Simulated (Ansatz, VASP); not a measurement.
Cd3SeS2: VASP beside Ansatz

```
CELL_PARAMETERS angstrom
4.25702 0.00000 0.00000
-2.12851 3.68669 0.00000
0.00000 0.00000 20.82312
ATOMIC_POSITIONS crystal
Cd 0.66667 0.33333 0.99978
Cd 0.66667 0.33333 0.33800
Cd 0.66667 0.33333 0.66179
Cd 0.33333 0.66667 0.16179
Cd 0.33333 0.66667 0.49978
Cd 0.33333 0.66667 0.83800
Se 0.66667 0.33333 0.79076
Se 0.33333 0.66667 0.29076
S 0.66667 0.33333 0.12336
S 0.66667 0.33333 0.46130
S 0.33333 0.66667 0.62336
S 0.33333 0.66667 0.96130
```

Alike in both runs: functional PBE; k mesh 6 × 6 × 2; occupations gaussian, width 0.02 eV; no spin polarisation.

Ansatz relaxed the structure, and its values are those at the end. VASP's run is a single point on that final structure, the one shown.

```csv
,VASP,Ansatz
version,VASP 6.6.1,Ansatz 0.2.0
potentials or method,"VASP PAW PBE potentials, release 64 (Cd, Se, S), cutoff 520 eV","scalar-relativistic, plane waves, PAW"
valence electrons in the cell,108,176
```

```tsv
	VASP	Ansatz	Ansatz less VASP
gap on the k mesh at the Fermi level (eV)	0.73	0.73	+0.001
least direct gap on the mesh (eV)	0.73	0.73	+0.001
pressure (GPa)	0.3	0.0	-0.28
```

VASP's potentials hold 108 valence electrons a cell and Ansatz's 176, so a difference there can come from the potentials and not from the codes.
